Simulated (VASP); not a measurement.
Hg, 2 atoms in the cell. Symmetry: P6_3/mmc, No. 194, hexagonal system. The conventional cell has a = 3.190 Å, b = 3.190 Å, c = 5.348 Å, α = 90.00°, β = 90.00°, γ = 120.00°. Hg (site symmetry -6m2) has 12 Hg at 3.19 to 3.25 Å within 4.2 Å. 

```yaml
Program: VASP 6.6.1
Task: single point
Functional: PBEsol
Potentials_or_basis: VASP PAW PBE potentials, release 64 (Hg)
Cutoff: 520 eV
k_mesh: 11 × 11 × 6
Occupations: fermi-dirac, width 0.1 eV
Spin: no spin polarisation
Dipole_correction: no
Further_INCAR_settings: ALGO = Normal; EDIFF = 1e-07; NBANDS = 19
```

Potentials or basis: VASP PAW PBE potentials, release 64 (Hg).

Launch:

```sh
$ cat potpaw_PBE.64/Hg/POTCAR > POTCAR
$ mpirun -np 1 vasp_std > vasp.out
```

Hardware: 1 thread of AMD EPYC 9R45 96-Core Processor (Zen 5), on a shared host.

Q: How long does it take, and how much memory?

A: It took 24 s on 1 thread of AMD EPYC 9R45 96-Core Processor (Zen 5), with other jobs on the host, peak memory 0.16 GiB. Counts: scf iterations 12, k points 64.
